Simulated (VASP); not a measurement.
A run of VASP 6.6.1:

INCAR

```
  PREC = Accurate
  ENCUT = 520
  EDIFF = 1E-6
  ISMEAR = -1
  SIGMA = 0.02
  LREAL = False
  LASPH = True
  NELM = 100
  ALGO = Normal
  ISIF = 2
  LWAVE = False
  LCHARG = False
  GGA = PE
  NBANDS = 16
```

The input KPOINTS:

```
Automatic mesh
0
Gamma
  6 6 6
```

Contents of POSCAR:

```
CdTe
1.0
    0.0000000000      3.2799551172      3.2799551172
    3.4475608237      0.0000000000      3.2799551172
    3.4475608237      3.2799551172      0.0000000000
Cd Te
1 1
Direct
    0.0000000000      0.0000000000      0.0000000000
    0.2500000000      0.2500000000      0.2500000000
```

Potentials or basis: VASP PAW PBE potentials, release 64 (Cd, Te).

The run is started by

```bash
$ cat potpaw_PBE.64/Cd/POTCAR potpaw_PBE.64/Te/POTCAR > POTCAR
$ mpirun -np 1 vasp_std > vasp.out
```

Hardware: 1 thread of Intel(R) Xeon(R) Platinum 8488C (Sapphire Rapids) (shared host).

Question: Estimate the wall time of this run.

Answer: Wall time 48 s on 1 thread of Intel(R) Xeon(R) Platinum 8488C (Sapphire Rapids), with other jobs on the host, peak memory 0.22 GiB. Counts: scf iterations 12, k points 30.
